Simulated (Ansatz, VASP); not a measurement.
MgI2: VASP beside Ansatz

INCAR

```
PREC = Accurate
ENCUT = 520
EDIFF = 1E-7
ISMEAR = 0
SIGMA = 0.05
LREAL = False
LASPH = True
NELM = 80
ALGO = Normal
ISIF = 2
LWAVE = False
LCHARG = False
GGA = CA
NBANDS = 15
```

File KPOINTS:

```
Automatic mesh
0
Gamma
  6 6 4
```

POSCAR

```
MgI2
1.0
    4.1834320243      0.0000000000      0.0000000000
   -2.0917160121      3.6229584080      0.0000000000
    0.0000000000      0.0000000000      6.8623682698
Mg I
1 2
Direct
    0.0000000000      0.0000000000      0.0000000000
    0.3333333333      0.6666666667      0.7672995888
    0.6666666667      0.3333333333      0.2327004112
```

Input for Ansatz:

```yaml
crystal:
  lattice:
    - [4.1834320243, 0.0, 0.0]
    - [-2.0917160121, 3.622958408, 0.0]
    - [0.0, 0.0, 6.8623682698]
  atoms:
    - { symbol: Mg, position: [0.0, 0.0, 0.0] }
    - { symbol: I, position: [0.3333333333, 0.6666666667, 0.7672995888] }
    - { symbol: I, position: [0.6666666667, 0.3333333333, 0.2327004112] }
basis:
  ecutwfc: 520.0
kpoints:
  mp_grid: { grid: [6, 6, 4] }
hamiltonian:
  xc: lda
scf:
  occupations: { method: gaussian, width: 0.05 }
output:
  forces: true
  stress: true
  eigenvalues: true
  write_density: true
  write_potential: true
  elf: true
  volumetric_format: npy
```

Alike in both runs: task single point; functional LDA; k mesh 6 × 6 × 4; occupations gaussian, width 0.05 eV; no spin polarisation.

|  | VASP | Ansatz |
| --- | --- | --- |
| version | VASP 6.6.1 | Ansatz 0.2.0 |
| potentials or method | VASP PAW LDA potentials, release 64 (Mg, I), cutoff 520 eV | scalar-relativistic, plane waves, PAW |
| valence electrons in the cell | 16 | 44 |

VASP gave:

```
gap on the k mesh at the Fermi level (eV)                     : 3.32
least direct gap on the mesh (eV)                             : 3.41
pressure (GPa)                                                : -0.9
traceless stress, the component that is largest in VASP (GPa) : 0.89
rms of the force components (eV/Å)                            : 0.069
```

Estimate Ansatz's values.

gap on the k mesh at the Fermi level (eV): 3.33; least direct gap on the mesh (eV): 3.40; pressure (GPa): -0.8; traceless stress, the component that is largest in VASP (GPa): 0.87; rms of the force components (eV/Å): 0.074.

LDA's correlation is that of Perdew and Zunger in VASP and of Perdew and Wang (1992) in Ansatz. Atom by atom the forces differ by 0.005 eV/Å (rms over components). VASP's potentials hold 16 valence electrons a cell and Ansatz's 44, so a difference there can come from the potentials and not from the codes.

Neither program's run includes spin-orbit coupling.
